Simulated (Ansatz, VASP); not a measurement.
Two plane-wave programs on GaN

The input INCAR:

```
SYSTEM = GaN
PREC = Accurate
ENCUT = 520
EDIFF = 1E-6
ISMEAR = 0
SIGMA = 0.01
LREAL = Auto
LASPH = .TRUE.
NELM = 60
ALGO = Normal
ISIF = 2
LWAVE = .FALSE.
LCHARG = .FALSE.
GGA = PE
NBANDS = 86
```

The input KPOINTS:

```
regular mesh
0
G
  3 3 3
  0 0 0
```

Contents of POSCAR:

```
GaN
1.0
    0.0000000000      0.0000000000     -5.2431683713
   -3.2183708025     -5.5743817476      0.0000000000
   -3.2183708025      5.5743817476      0.0000000000
Ga N
8 8
Direct
    0.5008651418      0.1666666667      0.8333333333
    0.5008651418      0.1666666667      0.3333333333
    0.5008651418      0.6666666667      0.8333333333
    0.5008651418      0.6666666667      0.3333333333
    0.0008651418      0.3333333333      0.1666666667
    0.0008651418      0.3333333333      0.6666666667
    0.0008651418      0.8333333333      0.1666666667
    0.0008651418      0.8333333333      0.6666666667
    0.1241348582      0.1666666667      0.8333333333
    0.1241348582      0.1666666667      0.3333333333
    0.1241348582      0.6666666667      0.8333333333
    0.1241348582      0.6666666667      0.3333333333
    0.6241348582      0.3333333333      0.1666666667
    0.6241348582      0.3333333333      0.6666666667
    0.6241348582      0.8333333333      0.1666666667
    0.6241348582      0.8333333333      0.6666666667
```

Input for Ansatz:

```yaml
crystal:
  lattice:
    - [0.0, 0.0, -5.2431683713]
    - [-3.2183708025, -5.5743817476, 0.0]
    - [-3.2183708025, 5.5743817476, 0.0]
  atoms:
    - { symbol: Ga, position: [0.5008651418, 0.1666666667, 0.8333333333] }
    - { symbol: Ga, position: [0.5008651418, 0.1666666667, 0.3333333333] }
    - { symbol: Ga, position: [0.5008651418, 0.6666666667, 0.8333333333] }
    - { symbol: Ga, position: [0.5008651418, 0.6666666667, 0.3333333333] }
    - { symbol: Ga, position: [0.0008651418, 0.3333333333, 0.1666666667] }
    - { symbol: Ga, position: [0.0008651418, 0.3333333333, 0.6666666667] }
    - { symbol: Ga, position: [0.0008651418, 0.8333333333, 0.1666666667] }
    - { symbol: Ga, position: [0.0008651418, 0.8333333333, 0.6666666667] }
    - { symbol: "N", position: [0.1241348582, 0.1666666667, 0.8333333333] }
    - { symbol: "N", position: [0.1241348582, 0.1666666667, 0.3333333333] }
    - { symbol: "N", position: [0.1241348582, 0.6666666667, 0.8333333333] }
    - { symbol: "N", position: [0.1241348582, 0.6666666667, 0.3333333333] }
    - { symbol: "N", position: [0.6241348582, 0.3333333333, 0.1666666667] }
    - { symbol: "N", position: [0.6241348582, 0.3333333333, 0.6666666667] }
    - { symbol: "N", position: [0.6241348582, 0.8333333333, 0.1666666667] }
    - { symbol: "N", position: [0.6241348582, 0.8333333333, 0.6666666667] }
basis:
  ecutwfc: 420
  xc_grid: 2
kpoints:
  mp_grid: { grid: [3, 3, 3], shift: [0.0, 0.0, 0.0] }
hamiltonian:
  xc: pbe
scf:
  occupations: { method: gaussian, width: 0.01 }
output:
  forces: true
  stress: true
  eigenvalues: true
  write_density: true
  write_potential: true
  elf: true
  volumetric_format: npy
```

Alike in both runs: task single point; functional PBE; k mesh 3 × 3 × 3; occupations gaussian, width 0.01 eV; no spin polarisation.

|  | VASP | Ansatz |
| --- | --- | --- |
| version | VASP 6.6.1 | Ansatz 0.2.0 |
| potentials or method | VASP PAW PBE potentials, release 64 (Ga_d, N), cutoff 520 eV | scalar-relativistic, plane waves, PAW |
| valence electrons in the cell | 144 | 144 |

|  | VASP | Ansatz | Ansatz less VASP |
| --- | --- | --- | --- |
| gap on the k mesh at the Fermi level (eV) | 1.71 | 1.71 | -0.005 |
| least direct gap on the mesh (eV) | 1.71 | 1.71 | -0.005 |
| pressure (GPa) | 0.0 | 0.0 | -0.08 |
